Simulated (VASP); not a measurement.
# ScAl3As4 (P3m1) in VASP: a series of runs, part 2 of 2

VASP 6.6.1.

### Step 3. Relaxation of shape and atoms at fixed volume, PBE (21.93 Å³/atom)

This run uses another cell than the first one, of 21.93 Å³/atom.

Input file INCAR:

```
  ALGO = Normal
  EDIFF = 1E-6
  EDIFFG = -0.01
  ENCUT = 600
  GGA = PE
  IBRION = 2
  ISIF = 4
  ISMEAR = 0
  LASPH = True
  LCHARG = False
  LREAL = False
  LWAVE = False
  NELM = 100
  NSW = 50
  PREC = Accurate
  SIGMA = 0.02
```

Input file KPOINTS:

```
k-points
0
Gamma
  12 12 2
```

Input file POSCAR:

```
ScAl3As4
1.0
    3.9234477511      0.0000000000      0.0000000000
   -1.9617238756      3.3978054229      0.0000000000
    0.0000000000      0.0000000000     13.1603524496
Sc Al As
1 3 4
Direct
    0.0000000000      0.0000000000      0.0869472607
    0.0000000000      0.0000000000      0.3180439556
    0.6666666667      0.3333333333      0.5652909557
    0.3333333333      0.6666666667      0.8124752221
    0.6666666667      0.3333333333      0.2378588616
    0.0000000000      0.0000000000      0.5006928753
    0.6666666667      0.3333333333      0.7479895059
    0.3333333333      0.6666666667      0.9937013631
```

Potentials or basis: VASP PAW PBE potentials, release 64 (Sc_sv, Al, As).

Launch:

```bash
$ cat potpaw_PBE.64/Sc_sv/POTCAR potpaw_PBE.64/Al/POTCAR potpaw_PBE.64/As/POTCAR > POTCAR
$ mpirun -np 1 vasp_std > vasp.out
```

OUTCAR:

```text
EDIFF = 1E-6
   EDIFFG = -0.01
   ENCUT = 600
   GGA = PE
   IBRION = 2
   ISIF = 4
   ISMEAR = 0
   LASPH = True
   LREAL = False
   NELM = 100
   NSW = 50
   PREC = Accurate

 ion  position               nearest neighbor table
   1  0.000  0.000  0.087-   8 2.58   8 2.58   8 2.58   5 3.01   5 3.01   5 3.01   2 3.04
   2  0.000  0.000  0.318-   6 2.40   5 2.50   5 2.50   5 2.50   1 3.04
   3  0.667  0.333  0.565-   7 2.40   6 2.42   6 2.42   6 2.42
   4  0.333  0.667  0.812-   8 2.38   7 2.42   7 2.42   7 2.42
   5  0.667  0.333  0.238-   2 2.50   2 2.50   2 2.50   1 3.01   1 3.01   1 3.01
   6  0.000  0.000  0.501-   2 2.40   3 2.42   3 2.42   3 2.42
   7  0.667  0.333  0.748-   3 2.40   4 2.42   4 2.42   4 2.42
   8  0.333  0.667  0.994-   4 2.38   1 2.58   1 2.58   1 2.58

  LATTYP: Found a hexagonal cell.
 ALAT       =     3.9234477511
 C/A-ratio  =     3.3542825812

  Lattice vectors:

[... 493 lines left out ...]

  energy without entropy =      -40.67039828  energy(sigma->0) =      -40.67039828

 E-fermi :   4.6487     XC(G=0):  -9.3886

 val. band max:        4.4547374185   @ k =   0.0000   0.0000   0.0000
 cond. band min:       5.1105937934   @ k =   0.5000  -0.0000   0.5000
 fundamental gap:      0.6558563749
 Fermi energy:         4.6486711542

 k-point     1 :       0.0000    0.0000    0.0000
  band No.  band energies     occupation
      1     -44.8421      2.00000
      2     -23.5673      2.00000
      3     -23.4374      2.00000
      4     -23.4374      2.00000
      5      -8.0003      2.00000
      6      -7.4567      2.00000
[... 661 lines left out ...]
     24       6.8979      0.00000
     25       6.9296      0.00000

 [... further k-points ...]

------------------------ aborting loop because EDIFF is reached ----------------------------------------

  FORCE on cell =-STRESS in cart. coord.  units (eV):
  Direction    XX          YY          ZZ          XY          YZ          ZX
  --------------------------------------------------------------------------------------
  -------------------------------------------------------------------------------------
  Total        5.2221967      5.2221967      5.2059326     -0.0000000      0.0000000      0.0000000
  in kB       47.6902838     47.6902838     47.5417563     -0.0000000      0.0000000      0.0000000
  external PRESSURE =      47.6407746 kB  Pullay stress =       0.0000000 kB
[... 23 lines left out ...]
  FREE ENERGIE OF THE ION-ELECTRON SYSTEM (eV)
  ---------------------------------------------------
  free  energy   TOTEN  =       -40.6703982814 eV

  energy  without entropy=      -40.6703982814  energy(sigma->0) =      -40.67039828

 reached required accuracy - stopping structural energy minimisation
```

It took 5.1 min on 1 thread of Intel Xeon 6975P-C (Granite Rapids), shared host; peak memory 0.47 GiB.

What came out:

* Free energy: -40.6704 eV
* Energy gained by relaxing: 0.3 meV/atom
* Ionic steps: 8
* Pressure after relaxing: 4.8 GPa
* Largest force after relaxing: 0.009 eV/Å
* Band gap on the k mesh: 0.66 eV (least direct gap 1.00 eV)

Forces on the atoms (eV/Å):
```
Sc   0.000  0.000  0.001
Al   0.000  0.000 -0.001
Al   0.000  0.000 -0.003
Al   0.000  0.000 -0.006
As   0.000  0.000 -0.001
As   0.000  0.000 -0.005
As   0.000  0.000  0.009
As   0.000  0.000  0.006
```

The path:
```tsv
step	energy change (eV)	largest force (eV/Å)	pressure (GPa)	volume (Å³)
1	0.0000	0.1760	4.90	175.44
2	-0.0017	0.0737	4.83	175.44
3	-0.0021	0.0472	4.78	175.44
4	-0.0024	0.0183	4.77	175.44
5	-0.0024	0.0187	4.77	175.44
6	-0.0024	0.0137	4.77	175.44
7	-0.0024	0.0129	4.77	175.44
8	-0.0024	0.0087	4.76	175.44
```

Final structure:
```cif
data_structure
_symmetry_space_group_name_H-M 'P 1'
_symmetry_Int_Tables_number 1
_cell_length_a 3.9191
_cell_length_b 3.9191
_cell_length_c 13.1897
_cell_angle_alpha 90.000
_cell_angle_beta 90.000
_cell_angle_gamma 120.000
_cell_volume 175.44
loop_
_atom_site_label
_atom_site_type_symbol
_atom_site_fract_x
_atom_site_fract_y
_atom_site_fract_z
_atom_site_occupancy
Sc1 Sc 0.00000 0.00000 0.08824 1
Al1 Al 0.00000 0.00000 0.31811 1
Al2 Al 0.66667 0.33333 0.56543 1
Al3 Al 0.33333 0.66667 0.81262 1
As1 As 0.66667 0.33333 0.23702 1
As2 As 0.00000 0.00000 0.50039 1
As3 As 0.66667 0.33333 0.74774 1
As4 As 0.33333 0.66667 0.99346 1
```

Caveat: semilocal functionals underestimate gaps, and a narrow one can read as zero. A k mesh can miss the band edges.

### Step 4. Single point, PBE

This run uses another cell than the first one, of 23.29 Å³/atom.

Input file INCAR:

```
SYSTEM = ScAl3As4
  PREC = Accurate
  ENCUT = 500
  EDIFF = 1E-6
  ISMEAR = 0
  SIGMA = 0.2
  LREAL = .FALSE.
  LASPH = .TRUE.
  NELM = 120
  ALGO = Normal
  ISIF = 2
  LWAVE = .FALSE.
  LCHARG = .TRUE.
  GGA = PE
  LELF = .TRUE.
  LVHAR = .TRUE.
  NBANDS = 30
  GGA_COMPAT = .FALSE.
```

Input file KPOINTS:

```
Automatic mesh
0
G
  4 4 3
  0 0 0
```

Input file POSCAR:

```
ScAl3As4
1.0
    5.5807181510     -0.0000000029      0.0000000000
   -2.7903590730      4.8330436916      0.0000000000
    0.0000000000      0.0000000000      6.9082489836
Sc Al As
1 3 4
Direct
    0.3333333333      0.6666666667      0.9880291224
    0.5022232218      0.4977767782      0.3364360927
    0.5022232218      0.0044464435      0.3364360927
    0.9955535565      0.4977767782      0.3364360927
    0.5155230885      0.4844769115      0.6971294772
    0.5155230885      0.0310461771      0.6971294772
    0.9689538229      0.4844769115      0.6971294772
    0.0000000000      0.0000000000      0.1998993980
```

Launch:

```bash
$ cat potpaw_PBE.64/Sc_sv/POTCAR potpaw_PBE.64/Al/POTCAR potpaw_PBE.64/As/POTCAR > POTCAR
$ mpirun -np 1 vasp_std > vasp.out
```

It took 32 s on 1 thread of Intel Xeon 6975P-C (Granite Rapids), shared host; peak memory 0.29 GiB.

It converged, with:

| Quantity | Value |
| --- | --- |
| Free energy | -36.4383 eV |
| Pressure | 0.2 GPa |
| Largest force | 0.066 eV/Å |
| Band gap on the k mesh | zero (bands 20 and 21 overlap by 0.68 eV) |

Forces on the atoms (eV/Å):
```
Sc   0.000  0.000 -0.042
Al   0.007 -0.004 -0.026
Al   0.000  0.009 -0.026
Al  -0.007 -0.004 -0.026
As  -0.042  0.024  0.044
As   0.000 -0.049  0.044
As   0.042  0.024  0.044
As   0.000  0.000 -0.014
```

Stress tensor (GPa, compression positive):
```
0.11 0.00 0.00
0.00 0.11 0.00
0.00 0.00 0.31
```

Levels at points of the mesh, in eV from the Fermi level:
```tsv
k point	band 18	band 19	band 20	band 21	band 22	band 23
(0.00, 0.00, 0.00)	-2.55	-0.91	-0.66	-0.66	1.05	1.57
(0.50, 0.00, 0.00)	-1.10	-0.41	-0.13	0.01	0.89	1.25
```

### Step 5. The runs side by side

| task | cell | k mesh | cutoff (eV) | smearing | gap on the mesh (eV) | pressure (GPa) | largest force (eV/Å) |
| --- | --- | --- | --- | --- | --- | --- | --- |
| single point | a = 4.144, b = 4.144, c = 13.805 Å, angles 90.0, 90.0, 120.0°, 8 atoms, atomic positions A | 12 × 12 × 2 | 520 | gaussian 0.02 eV | 0.73 | -4.9 | 0.02 |
| relaxation of shape and atoms at fixed volume | relaxed from a = 3.923, b = 3.923, c = 13.160 Å, angles 90.0, 90.0, 120.0°, 8 atoms, atomic positions B | 12 × 12 × 2 | 600 | gaussian 0.02 eV | 0.66 | 4.8 | 0.01 |
| single point | a = 5.581, b = 5.581, c = 6.908 Å, angles 90.0, 90.0, 120.0°, 8 atoms, atomic positions C | 4 × 4 × 3 | 500 | gaussian 0.2 eV | none | 0.2 | 0.07 |

Alike in all rows: level PBE; potentials or basis VASP PAW PBE potentials, release 64 (Sc_sv, Al, As); no spin polarisation.

Caveats: semilocal functionals underestimate gaps, and a narrow one can read as zero (at least some runs); the cell stands under tension (at least some runs).

Total energies depend on the potentials used, so only differences within one code and one set of settings carry meaning.

The gap in the log of VASP goes by the Fermi energy; the results here count the filled bands.